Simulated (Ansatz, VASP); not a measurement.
# One calculation of Hf, two programs

```
CELL_PARAMETERS angstrom
0.00000 2.22000 2.22000
2.22000 0.00000 2.22000
2.22000 2.22000 0.00000
ATOMIC_POSITIONS crystal
Hf 0.00000 0.00000 0.00000
```

Alike in both runs: task relaxation of cell and atoms; functional PBE-based screened hybrid; k mesh 5 × 5 × 5; occupations fermi-dirac, width 0.05 eV; no spin polarisation.

```csv
,VASP,Ansatz
version,VASP 6.6.1,Ansatz 0.2.0
potentials or method,"VASP PAW PBE potentials, release 64 (Hf_pv)",Ansatz PAW
plane-wave cutoff (eV),600,420
valence electrons in the cell,10,26
```

```tsv
	VASP	Ansatz	Ansatz less VASP
gap on the k mesh at the Fermi level, each at its own relaxed structure (eV)	none	none	-
relaxed volume (Å³/atom)	22.32	22.73	+0.406
relaxed cell length with the largest relative difference (Å)	3.160	3.180	+0.0190
```

VASP's potentials were made for PBE, not for PBE-based screened hybrid. A gap of «none» marks a metal or a gap that the smearing closes. VASP's potentials hold 10 valence electrons a cell and Ansatz's 26, so a difference there can come from the potentials and not from the codes.

The k mesh is coarse, so the values compare programs but aren't converged. Spin-orbit coupling is off throughout. Noted on Ansatz's run: the plane-wave basis is chosen anew once the cell has moved, so the energies of steps on either side of that aren't comparable.
